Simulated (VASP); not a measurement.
# SiC in VASP: notebook

The runs below take SiC through single point, with PBE+D3(BJ).

Everything below comes from runs of VASP 6.6.1. Logs are shortened: lines on timing, memory, paths and dates and some standing lists are left out, and cuts for length are marked.

## (1) The cell of the first run

The cell holds a sheet with vacuum, 2 atoms: a = 3.090 Å, b = 3.090 Å, c = 14.000 Å, α = 90.00°, β = 90.00°, γ = 120.00°.

## (2) Single point, PBE+D3(BJ)

Contents of INCAR:

```
PREC = Accurate
ENCUT = 520
EDIFF = 1E-6
ISMEAR = 0
SIGMA = 0.03
LREAL = False
LASPH = True
NELM = 120
ALGO = Normal
ISIF = 2
LWAVE = False
LCHARG = False
LDIPOL = True
IDIPOL = 3
DIPOL = 0.5 0.5 0.500
GGA = PE
IVDW = 12
NBANDS = 11
GGA_COMPAT = False
NELMDL = -8
```

Contents of KPOINTS:

```
Automatic mesh
0
Gamma
  12 12 1
```

Contents of POSCAR:

```
SiC
1.0
    3.0900000000      0.0000000000      0.0000000000
   -1.5450000000      2.6760184977      0.0000000000
    0.0000000000      0.0000000000     14.0000000000
Si C
1 1
Direct
    0.3333330000      0.6666670000      0.5000000000
    0.6666670000      0.3333330000      0.5000000000
```

Potentials or basis: VASP PAW PBE potentials, release 64 (Si, C).

Launch:

```bash
> cat potpaw_PBE.64/Si/POTCAR potpaw_PBE.64/C/POTCAR > POTCAR
> mpirun -np 1 vasp_std > vasp.out
```

OUTCAR:

```text
PREC = Accurate
   ENCUT = 520
   EDIFF = 1E-6
   ISMEAR = 0
   LREAL = False
   LASPH = True
   NELM = 120
   ISIF = 2
   GGA = PE
   IVDW = 12
   NELMDL = -8
 IVDW          = 12

 ion  position               nearest neighbor table
   1  0.333  0.667  0.500-   2 1.78   2 1.78   2 1.78
   2  0.667  0.333  0.500-   1 1.78   1 1.78   1 1.78

  LATTYP: Found a hexagonal cell.
 ALAT       =     3.0900000000
 C/A-ratio  =     4.5307443366

  Lattice vectors:

 A1 = (   3.0900000000,   0.0000000000,   0.0000000000)
 A2 = (  -1.5450000000,   2.6760184977,   0.0000000000)
 A3 = (   0.0000000000,   0.0000000000,  14.0000000000)

Analysis of symmetry for initial positions (statically):
=====================================================================
 Subroutine PRICEL returns:
 Original cell was already a primitive cell.

 Routine SETGRP: Setting up the symmetry group for a
 hexagonal supercell.

 Subroutine GETGRP returns: Found 12 space group operations
 (whereof 12 operations were pure point group operations)
 out of a pool of 24 trial point group operations.

The static configuration has the point symmetry D_3h.

Analysis of symmetry for dynamics (positions and initial velocities):
=====================================================================
 Subroutine PRICEL returns:
 Original cell was already a primitive cell.

 Routine SETGRP: Setting up the symmetry group for a
 hexagonal supercell.

 Subroutine GETGRP returns: Found 12 space group operations
 (whereof 12 operations were pure point group operations)
 out of a pool of 24 trial point group operations.

The dynamic configuration has the point symmetry D_3h.

 Subroutine INISYM returns: Found 12 space group operations
 (whereof 12 operations are pure point group operations),
 and found     1 'primitive' translations

----------------------------------------------------------------------------------------

                                     Primitive cell

  volume of cell :     115.7646

  direct lattice vectors                    reciprocal lattice vectors
     3.090000000  0.000000000  0.000000000     0.323624595  0.186844747  0.000000000
    -1.545000000  2.676018498  0.000000000     0.000000000  0.373689495  0.000000000
     0.000000000  0.000000000 14.000000000     0.000000000  0.000000000  0.071428571

  length of vectors
     3.090000000  3.090000000 14.000000000     0.373689495  0.373689495  0.071428571

  position of ions in fractional coordinates (direct lattice)
     0.333333000  0.666667000  0.500000000
     0.666667000  0.333333000  0.500000000

  ion indices of the primitive-cell ions
   primitive index   ion index
[... 86 lines left out ...]
   IMIX   =      4    mixing-type and parameters
     AMIX     =   0.40;   BMIX     =  1.00
     AMIX_MAG =   1.60;   BMIX_MAG =  1.00
  volume/ion in A,a.u.               =      57.88       390.61
  Fermi-wavevector in a.u.,A,eV,Ry     =   0.671810  1.269536  6.140694  0.451328
  Thomas-Fermi vector in A             =   1.747741
   LORBIT       =      0    0 simple, 1 ext, 2 COOP (PROOUT), +10 PAW based schemes
   GGA     = PE    functional components
   LHFCALC =     F    Hartree Fock is set to
   AEXX    =    0.0000 exact exchange contribution
   IVDW    =    12    specifies the selected vdW correction
   LEPSILON=     F    determine dielectric tensor
   LRPA    =     F    only Hartree local field effects (RPA)
 non-spin polarized calculation
 Gauss-broadening in eV      SIGMA  =   0.03
  energy-cutoff  :      520.00
  volume of cell :      115.76
 maximum number of plane-waves:      3136
 NGX is ok and might be reduce to    24
   NGX = 11   NGY = 11   NGZ = 53

 dipolmoment           0.000000      0.000000     -0.000000 electrons x Angstroem

 number of electron       8.0000000 magnetization

 dipolmoment           0.000000      0.000000      0.000000 electrons x Angstroem

 Free energy of the ion-electron system (eV)
  ---------------------------------------------------
  ext. energy  EPLUGINS =         0.00000000
  ---------------------------------------------------
  free energy    TOTEN  =       -14.05328493 eV

  energy without entropy =      -14.05328493  energy(sigma->0) =      -14.05328493

 E-fermi :  -2.4766     XC(G=0):  -3.0954

 val. band max:       -2.6643159663   @ k =   0.3333   0.3333   0.0000
 cond. band min:      -0.1156337634   @ k =   0.5000   0.0000   0.0000
 fundamental gap:      2.5486822029
 Fermi energy:        -2.4766162880

 k-point     1 :       0.0000    0.0000    0.0000
  band No.  band energies     occupation
      1     -16.3706      2.00000
      2      -6.4448      2.00000
      3      -3.9887      2.00000
      4      -3.9886      2.00000
      5       0.4050      0.00000
      6       2.1905      0.00000
      7       2.5080      0.00000
      8       4.0367      0.00000
      9       4.8569      0.00000
     10       4.8888      0.00000
     11       4.8888      0.00000
[... 239 lines left out ...]
 k-point    19 :       0.3333    0.3333    0.0000
  band No.  band energies     occupation
      1     -12.8143      2.00000
      2      -9.9213      2.00000
      3      -8.3294      2.00000
      4      -2.6643      2.00000
      5      -0.0945      0.00000
      6       4.2531      0.00000
      7       4.5975      0.00000
      8       6.1669      0.00000
      9       7.8746      0.00000
     10       8.8502      0.00000
     11       8.9776      0.00000

------------------------ aborting loop because EDIFF is reached ----------------------------------------

 vacuum level on the upper side and lower side of the slab       (xc-potential included)        -0.120        -0.120

 Edisp (eV)   -0.24515

 E8    (eV) :    -0.0969

  FORCE on cell =-STRESS in cart. coord.  units (eV):
  Direction    XX          YY          ZZ          XY          YZ          ZX
  --------------------------------------------------------------------------------------
  -------------------------------------------------------------------------------------
  Total       0.02960     0.02960    -0.01005     0.00000     0.00000     0.00000
  in kB       0.40963     0.40963    -0.13914     0.00000     0.00000     0.00000
  external pressure =        0.23 kB  Pullay stress =        0.00 kB

 VOLUME and BASIS-vectors are now :
 -----------------------------------------------------------------------------
  energy-cutoff  :      520.00
  volume of cell :      115.76
      direct lattice vectors                 reciprocal lattice vectors
     3.090000000  0.000000000  0.000000000     0.323624595  0.186844747  0.000000000
    -1.545000000  2.676018498  0.000000000     0.000000000  0.373689495  0.000000000
     0.000000000  0.000000000 14.000000000     0.000000000  0.000000000  0.071428571

 POSITION                                       TOTAL-FORCE (eV/Angst)
 -----------------------------------------------------------------------------------
     -0.00000      1.78401      7.00000         0.000000     -0.000000      0.000000
      1.54500      0.89201      7.00000        -0.000000      0.000000      0.000000
 -----------------------------------------------------------------------------------
    total drift:                               -0.000566      0.000327      0.000000

  FREE ENERGIE OF THE ION-ELECTRON SYSTEM (eV)
  ---------------------------------------------------
  free  energy   TOTEN  =       -14.2984349613 eV

  energy  without entropy=      -14.2984349613  energy(sigma->0) =      -14.29843496

 vacuum level on the upper side and lower side of the slab         2.267         2.267
```

OSZICAR:

```text
N       E                     dE             d eps       ncg     rms          rms(c)
DAV:   1     0.403803037589E+02    0.40380E+02   -0.28298E+03   418   0.510E+02
DAV:   2    -0.115614121616E+02   -0.51942E+02   -0.49611E+02   552   0.109E+02
DAV:   3    -0.167990582853E+02   -0.52376E+01   -0.52185E+01   551   0.384E+01
[... 15 lines left out ...]
DAV:  19    -0.140532530269E+02   -0.33633E-03   -0.60284E-05   482   0.301E-02    0.893E-03
DAV:  20    -0.140532676873E+02   -0.14660E-04   -0.21527E-06   535   0.660E-03    0.271E-03
DAV:  21    -0.140532815573E+02   -0.13870E-04   -0.12054E-06   448   0.439E-03    0.196E-03
DAV:  22    -0.140532844612E+02   -0.29039E-05   -0.18368E-07   499   0.171E-03    0.848E-04
DAV:  23    -0.140532849293E+02   -0.46803E-06   -0.27992E-08   488   0.798E-04
   1 F= -.14298435E+02 E0= -.14298435E+02  d E =-.234657E-20
```

It took 33 s on 1 thread of Intel Xeon 8259CL, shared host; peak memory 0.24 GiB.

What came out:

| Quantity | Value |
| --- | --- |
| Free energy | -14.2984 eV |
| Band gap on the k mesh | 2.55 eV (least direct gap 2.57 eV) |
| Dispersion energy per atom | -0.123 eV |

## (3) Single point, PBE+D3(BJ)

This run uses another cell than the first one.

Contents of INCAR:

```
SYSTEM = SiC
  ALGO = Normal
  DIPOL = 0.5 0.5 0.294
  EDIFF = 1E-6
  ENCUT = 520
  GGA = PE
  GGA_COMPAT = .False.
  IDIPOL = 3
  ISIF = 2
  ISMEAR = 0
  IVDW = 12
  LASPH = .True.
  LCHARG = .False.
  LDIPOL = .True.
  LREAL = .False.
  LWAVE = .False.
  NBANDS = 11
  NELM = 120
  NELMDL = -8
  PREC = Accurate
  SIGMA = 0.03
```

Contents of KPOINTS:

```
k-points
0
Gamma
  12 12 1
  0 0 0
```

Contents of POSCAR:

```
SiC
1.0
    3.0912745570      0.0000000000      0.0000000000
   -1.5456372785      2.6771222964      0.0000000000
    0.0000000000      0.0000000000     23.8000000000
Si C
1 1
Direct
    0.3333333333      0.6666666667      0.2941176471
    0.6666666667      0.3333333333      0.2941176471
```

Potentials or basis: VASP PAW PBE potentials, release 64 (Si, C).

Launch:

```bash
> cat potpaw_PBE.64/Si/POTCAR potpaw_PBE.64/C/POTCAR > POTCAR
> mpirun -np 1 vasp_std > vasp.out
```

OUTCAR:

```text
SYSTEM = SiC
   EDIFF = 1E-6
   ENCUT = 520
   GGA = PE
   ISIF = 2
   ISMEAR = 0
   IVDW = 12
   LASPH = .True.
   LREAL = .False.
   NELM = 120
   NELMDL = -8
   PREC = Accurate
 IVDW          = 12

 ion  position               nearest neighbor table
   1  0.333  0.667  0.294-   2 1.78   2 1.78   2 1.78
   2  0.667  0.333  0.294-   1 1.78   1 1.78   1 1.78

  LATTYP: Found a hexagonal cell.
 ALAT       =     3.0912745570
 C/A-ratio  =     7.6990896671

  Lattice vectors:

 A1 = (   3.0912745570,   0.0000000000,   0.0000000000)
 A2 = (  -1.5456372785,   2.6771222964,   0.0000000000)
 A3 = (   0.0000000000,   0.0000000000,  23.8000000000)

Analysis of symmetry for initial positions (statically):
=====================================================================
 Subroutine PRICEL returns:
 Original cell was already a primitive cell.

 Routine SETGRP: Setting up the symmetry group for a
 hexagonal supercell.

 Subroutine GETGRP returns: Found 12 space group operations
 (whereof  6 operations were pure point group operations)
 out of a pool of 24 trial point group operations.

The static configuration has the point symmetry C_3v.
 The point group associated with its full space group is D_3h.

Analysis of symmetry for dynamics (positions and initial velocities):
=====================================================================
 Subroutine PRICEL returns:
 Original cell was already a primitive cell.

 Routine SETGRP: Setting up the symmetry group for a
 hexagonal supercell.

 Subroutine GETGRP returns: Found 12 space group operations
 (whereof  6 operations were pure point group operations)
 out of a pool of 24 trial point group operations.

The dynamic configuration has the point symmetry C_3v.
 The point group associated with its full space group is D_3h.

 Subroutine INISYM returns: Found 12 space group operations
 (whereof  6 operations are pure point group operations),
 and found     1 'primitive' translations

----------------------------------------------------------------------------------------

                                     Primitive cell

  volume of cell :     196.9621

  direct lattice vectors                    reciprocal lattice vectors
     3.091274557  0.000000000  0.000000000     0.323491162  0.186767710  0.000000000
    -1.545637279  2.677122296  0.000000000     0.000000000  0.373535419  0.000000000
     0.000000000  0.000000000 23.800000000     0.000000000  0.000000000  0.042016807

  length of vectors
     3.091274557  3.091274557 23.800000000     0.373535419  0.373535419  0.042016807

  position of ions in fractional coordinates (direct lattice)
     0.333333333  0.666666667  0.294117647
     0.666666667  0.333333333  0.294117647

  ion indices of the primitive-cell ions
   primitive index   ion index
                 1           1
                 2           2

----------------------------------------------------------------------------------------

 KPOINTS: k-points

Automatic generation of k-mesh.
 Grid dimensions read from file:
 generate k-points for:   12   12    1

[... 40 lines left out ...]
   number of dos      NEDOS =    301   number of ions     NIONS =      2
   total plane-waves  NPLWV = 103680
   dimension x,y,z NGX =    24 NGY =   24 NGZ =  180
   dimension x,y,z NGXF=    48 NGYF=   48 NGZF=  360
   ions per type =               1   1
   NGX,Y,Z   is equivalent  to a cutoff of  12.91, 12.91, 12.57 a.u.
   NGXF,Y,Z  is equivalent  to a cutoff of  25.81, 25.81, 25.15 a.u.
 SYSTEM =  SiC
   PREC   = accura    normal or accurate (medium, high low for compatibility)
   ISTART =      0    job   : 0-new  1-cont  2-samecut
   ICHARG =      2    charge: 1-file 2-atom 10-const
   ISPIN  =      1    spin polarized calculation?
   LNONCOLLINEAR =      F non collinear calculations
   LSORBIT =      F    spin-orbit coupling
   LASPH  =      T    aspherical Exc in radial PAW
   ENCUT  =  520.0 eV  38.22 Ry    6.18 a.u.   5.75  5.75 44.25*2*pi/ulx,y,z
   NELM   =    120;   NELMIN=  2; NELMDL= -8     # of ELM steps
   EDIFF  = 0.1E-05   stopping-criterion for ELM
   LREAL  =      F    real-space projection
   EDIFFG = 0.1E-04   stopping-criterion for IOM
   NSW    =      0    number of steps for IOM
   IBRION =     -1    ionic relax: 0-MD 1-quasi-New 2-CG
   NFREE  =      0    steps in history (QN), initial steepest desc. (CG)
   ISIF   =      2    stress and relaxation
   ISYM   =      2    0-nonsym 1-usesym 2-fastsym
   POTIM  = 0.5000    time-step for ionic-motion
   TEBEG  =    0.0;   TEEND  =   0.0 temperature during run
   PSTRESS=    0.0 pullay stress
   NELECT =       8.0000    total number of electrons
   NUPDOWN=      -1.0000    fix difference up-down
   EMIN   =  10.00;   EMAX   =-10.00  energy-range for DOS
   EFERMI =   0.00;   METHOD = LEGACY
   ISMEAR =     0;   SIGMA  =   0.03  broadening in eV -4-tet -1-fermi 0-gaus
   EFERMI_NEDOS =   21; number of points for ismear=-14 and -15
   IALGO  =     38    algorithm
   IMIX   =      4    mixing-type and parameters
     AMIX     =   0.40;   BMIX     =  1.00
     AMIX_MAG =   1.60;   BMIX_MAG =  1.00
  volume/ion in A,a.u.               =      98.48       664.58
  Fermi-wavevector in a.u.,A,eV,Ry     =   0.562744  1.063431  4.308698  0.316680
  Thomas-Fermi vector in A             =   1.599592
   LORBIT       =      0    0 simple, 1 ext, 2 COOP (PROOUT), +10 PAW based schemes
   GGA     = PE    functional components
   LHFCALC =     F    Hartree Fock is set to
   AEXX    =    0.0000 exact exchange contribution
   IVDW    =    12    specifies the selected vdW correction
   LEPSILON=     F    determine dielectric tensor
   LRPA    =     F    only Hartree local field effects (RPA)
 non-spin polarized calculation
 Gauss-broadening in eV      SIGMA  =   0.03
  energy-cutoff  :      520.00
  volume of cell :      196.96
 maximum number of plane-waves:      5328
 NGX is ok and might be reduce to    24
   NGX = 11   NGY = 11   NGZ = 89

 dipolmoment           0.000000      0.000000     -0.000001 electrons x Angstroem

 number of electron       8.0000000 magnetization

 dipolmoment           0.000000      0.000000      0.000005 electrons x Angstroem

 Free energy of the ion-electron system (eV)
  ---------------------------------------------------
  ext. energy  EPLUGINS =         0.00000000
  ---------------------------------------------------
  free energy    TOTEN  =       -14.05343570 eV

  energy without entropy =      -14.05343570  energy(sigma->0) =      -14.05343570

 E-fermi :  -3.4864     XC(G=0):  -1.8459

 val. band max:       -3.6385205832   @ k =   0.3333   0.3333   0.0000
 cond. band min:      -1.0922841776   @ k =   0.5000   0.0000   0.0000
 fundamental gap:      2.5462364056
 Fermi energy:        -3.4864492655

 k-point     1 :       0.0000    0.0000    0.0000
  band No.  band energies     occupation
      1     -17.3400      2.00000
      2      -7.4156      2.00000
      3      -4.9647      2.00000
      4      -4.9647      2.00000
      5      -0.5668      0.00000
      6       1.0755      0.00000
      7       1.3910      0.00000
      8       1.9615      0.00000
      9       2.0069      0.00000
     10       3.0124      0.00000
     11       3.4213      0.00000
[... 239 lines left out ...]
 k-point    19 :       0.3333    0.3333    0.0000
  band No.  band energies     occupation
      1     -13.7876      2.00000
      2     -10.8962      2.00000
      3      -9.3005      2.00000
      4      -3.6385      2.00000
      5      -1.0727      0.00000
      6       3.2774      0.00000
      7       3.6161      0.00000
      8       5.1868      0.00000
      9       6.9078      0.00000
     10       7.8144      0.00000
     11       7.9344      0.00000

------------------------ aborting loop because EDIFF is reached ----------------------------------------

 vacuum level on the upper side and lower side of the slab       (xc-potential included)        -0.008        -0.008

 Edisp (eV)   -0.24411

 E8    (eV) :    -0.0968

  FORCE on cell =-STRESS in cart. coord.  units (eV):
  Direction    XX          YY          ZZ          XY          YZ          ZX
  --------------------------------------------------------------------------------------
  -------------------------------------------------------------------------------------
  Total      -0.01837    -0.01837    -0.00612     0.00000     0.00000     0.00000
  in kB      -0.14939    -0.14939    -0.04976     0.00000     0.00000     0.00000
  external pressure =       -0.12 kB  Pullay stress =        0.00 kB

 VOLUME and BASIS-vectors are now :
 -----------------------------------------------------------------------------
  energy-cutoff  :      520.00
  volume of cell :      196.96
      direct lattice vectors                 reciprocal lattice vectors
     3.091274557  0.000000000  0.000000000     0.323491162  0.186767710  0.000000000
    -1.545637279  2.677122296  0.000000000     0.000000000  0.373535419  0.000000000
     0.000000000  0.000000000 23.800000000     0.000000000  0.000000000  0.042016807

 POSITION                                       TOTAL-FORCE (eV/Angst)
 -----------------------------------------------------------------------------------
     -0.00000      1.78475      7.00000         0.000000      0.000000      0.000000
      1.54564      0.89237      7.00000        -0.000000     -0.000000     -0.000000
 -----------------------------------------------------------------------------------
    total drift:                                0.000000     -0.000000      0.000047

  FREE ENERGIE OF THE ION-ELECTRON SYSTEM (eV)
  ---------------------------------------------------
  free  energy   TOTEN  =       -14.2975492496 eV

  energy  without entropy=      -14.2975492496  energy(sigma->0) =      -14.29754925

 vacuum level on the upper side and lower side of the slab         1.378         1.378
```

stdout:

```text
POSCAR found type information on POSCAR SiC
 POSCAR found :  2 types and       2 ions
 scaLAPACK will be used
 LDA part: xc-table for (Slater+PW92), standard interpolation
 POSCAR, INCAR and KPOINTS ok, starting setup
 FFT: planning ... GRIDC
 FFT: planning ... GRID_SOFT
 FFT: planning ... GRID
 WAVECAR not read
 entering main loop
```

It took 84 s on 1 thread of Intel Xeon 8259CL, shared host; peak memory 0.32 GiB.

Results:

- Free energy: -14.2975 eV
- Band gap on the k mesh: 2.55 eV (least direct gap 2.57 eV)
- Dispersion energy per atom: -0.122 eV
